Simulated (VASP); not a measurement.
The system is GaN.

```xyz
2
Lattice="0.0000 2.2535 2.2535 2.2535 0.0000 2.2535 2.2535 2.2535 0.0000" Properties=species:S:1:pos:R:3 pbc="T T T"
Ga    0.0000    0.0000    0.0000
N     1.1267    1.1267    1.1267
```

Base run:

| Item | Value |
| --- | --- |
| Program | VASP 6.6.1 |
| Functional | r2SCAN |
| Potentials or basis | VASP PAW PBE potentials, release 64 (Ga_d, N) |
| Cutoff | 660 eV |
| k mesh | 8 × 8 × 8 |
| Occupations | gaussian, width 0.01 eV |
| Spin | no spin polarisation |

Its results: band gap on the k mesh 2.12 eV; pressure -0.1 GPa.

Question: The run is repeated on the same cell with these changes: functional from r2SCAN to PBEsol; cutoff from 660 eV to 600 eV. What comes out?

Answer: Band gap on the k mesh 1.68 eV; pressure -1.5 GPa.

Caveats: the PAW data sets were made with another functional, which shifts forces and pressure a little.

